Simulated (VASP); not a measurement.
# Na (P6_3/mmc) in VASP: a series of runs, part 3 of 3

VASP 6.6.1.

## (6) Electric field gradients, PBEsol (37.44 Å³/atom)

This run uses another cell than the first one, of 37.44 Å³/atom.

INCAR reads:

```
SYSTEM = Na
PREC = Accurate ; ENCUT = 520
EDIFF = 1E-8 ; ISMEAR = -1
SIGMA = 0.05 ; LREAL = .False.
LASPH = .True. ; NELM = 80
ALGO = Normal ; ISIF = 2
LWAVE = .False. ; LCHARG = .False.
GGA = PS ; LEFG = .True.
NBANDS = 14
```

KPOINTS reads:

```
regular mesh
0
Gamma
  13 13 7
  0 0 0
```

POSCAR reads:

```
Na
1.0
    3.7544022380      0.0000000000      0.0000000000
   -1.8772011190      3.2514077141      0.0000000000
    0.0000000000      0.0000000000      6.1334179065
Na
2
Direct
    0.3333333333      0.6666666667      0.2500000000
    0.6666666667      0.3333333333      0.7500000000
```

Potentials or basis: VASP PAW PBE potentials, release 64 (Na_pv).

Started as:

```console
cat potpaw_PBE.64/Na_pv/POTCAR > POTCAR
mpirun -np 1 vasp_std > vasp.out
```

OUTCAR:

```text
SYSTEM = Na
   PREC = Accurate
   ENCUT = 520
   EDIFF = 1E-8
   ISMEAR = -1
   LREAL = .False.
   LASPH = .True.
   NELM = 80
   ISIF = 2
   GGA = PS

 ion  position               nearest neighbor table
   1  0.333  0.667  0.250-
   2  0.667  0.333  0.750-

  LATTYP: Found a hexagonal cell.
 ALAT       =     3.7544022380
 C/A-ratio  =     1.6336603053

  Lattice vectors:

 A1 = (   3.7544022380,   0.0000000000,   0.0000000000)
[... 621 lines left out ...]

  FREE ENERGIE OF THE ION-ELECTRON SYSTEM (eV)
  ---------------------------------------------------
  free  energy   TOTEN  =        -2.8007796662 eV

  energy  without entropy=       -2.7929536181  energy(sigma->0) =       -2.79686664

 Electric field gradients (V/A^2)
---------------------------------------------------------------------
 ion       V_xx      V_yy      V_zz      V_xy      V_xz      V_yz
---------------------------------------------------------------------
   1       0.128     0.131    -0.259     0.002    -0.000     0.000
   2       0.128     0.131    -0.259     0.002     0.000    -0.000
---------------------------------------------------------------------

 Electric field gradients after diagonalization (V/A^2)
 (convention: |V_zz| > |V_xx| > |V_yy|)
----------------------------------------------------------------------
 ion       V_xx      V_yy      V_zz     asymmetry (V_yy - V_xx)/ V_zz
----------------------------------------------------------------------
   1       0.132     0.127    -0.259       0.022
   2       0.132     0.127    -0.259       0.022
----------------------------------------------------------------------

           NMR quadrupolar parameters

 Cq : quadrupolar parameter    Cq=e*Q*V_zz/h
 eta: asymmetry parameters     (V_yy - V_xx)/ V_zz
 Q  : nuclear electric quadrupole moment in mb (millibarn)
----------------------------------------------------------------------
 ion       Cq(MHz)       eta       Q (mb)
----------------------------------------------------------------------
   1      -0.001       0.022       1.000
   2      -0.001       0.022       1.000
----------------------------------------------------------------------
```

OSZICAR:

```text
N       E                     dE             d eps       ncg     rms          rms(c)
DAV:   1     0.101600558501E+03    0.10160E+03   -0.75213E+03  2352   0.949E+02
DAV:   2     0.123661619451E+01   -0.10036E+03   -0.99221E+02  2466   0.277E+02
DAV:   3    -0.274882487202E+01   -0.39854E+01   -0.39824E+01  2958   0.633E+01
DAV:   4    -0.280381182513E+01   -0.54987E-01   -0.54985E-01  2652   0.804E+00
DAV:   5    -0.280504891709E+01   -0.12371E-02   -0.12371E-02  3006   0.123E+00    0.328E-01
DAV:   6    -0.280182188781E+01    0.32270E-02   -0.47822E-03  2874   0.107E+00    0.200E-01
DAV:   7    -0.280086978002E+01    0.95211E-03   -0.42451E-03  2976   0.873E-01    0.651E-02
DAV:   8    -0.280077890217E+01    0.90878E-04   -0.45588E-04  3030   0.379E-01    0.391E-03
DAV:   9    -0.280077963571E+01   -0.73354E-06   -0.48654E-06  2880   0.271E-02    0.161E-03
DAV:  10    -0.280077964954E+01   -0.13834E-07   -0.26463E-07  2928   0.733E-03    0.215E-04
DAV:  11    -0.280077966011E+01   -0.10567E-07   -0.17246E-08  1818   0.192E-03    0.134E-04
DAV:  12    -0.280077966622E+01   -0.61084E-08   -0.53589E-09  1536   0.127E-03
   1 F= -.28007797E+01 E0= -.27968666E+01  d E =-.782605E-02
```

stdout:

```text
POSCAR found type information on POSCAR Na
 POSCAR found :  1 types and       2 ions
 scaLAPACK will be used
 -----------------------------------------------------------------------------
|                                                                             |
|                                                                             |
|     You enforced a specific xc type in the INCAR file but a different       |
|     I HOPE YOU KNOW WHAT YOU ARE DOING!                                     |
|                                                                             |
 -----------------------------------------------------------------------------

 LDA part: xc-table for (Slater+PW92), standard interpolation
 POSCAR, INCAR and KPOINTS ok, starting setup
 FFT: planning ... GRIDC
 FFT: planning ... GRID_SOFT
 FFT: planning ... GRID
 WAVECAR not read
 entering main loop
ion   1

ion   2
```

Wall time 44 s (1 thread of Intel Xeon Platinum 8488C (Sapphire Rapids), shared host); peak memory 0.21 GiB.

What came out:

```yaml
Free_energy: -2.8008 eV
Pressure: -0.2 GPa
Band_gap_on_the_k_mesh: zero (bands 7 and 8 overlap by 3.35 eV)
Largest_electric_field_gradient_by_atom: Na -0.26 V/Å²
```

Caveat: without QUAD_EFG the Cq values of the log hold for a quadrupole moment of 1 mb, not for the nuclei; the PAW data sets were made with another functional, which shifts forces and pressure a little.

## (7) Summary

```csv
cell,gap on the mesh (eV),pressure (GPa)
"a = 3.716, b = 3.716, c = 6.071 Å, angles 90.0, 90.0, 120.0°, 2 atoms",none,0.0
"a = 3.742, b = 3.742, c = 6.113 Å, angles 90.0, 90.0, 120.0°, 2 atoms",none,-0.1
"a = 3.754, b = 3.754, c = 6.133 Å, angles 90.0, 90.0, 120.0°, 2 atoms",none,-0.2
```

Alike in all rows: task electric field gradients; level PBEsol; potentials or basis VASP PAW PBE potentials, release 64 (Na_pv); no spin polarisation; k mesh 13 × 13 × 7; cutoff (eV) 520; smearing fermi-dirac 0.05 eV.

Caveats: the PAW data sets were made with another functional, which shifts forces and pressure a little.

Total energies depend on the potentials used, so only differences within one code and one set of settings carry meaning.
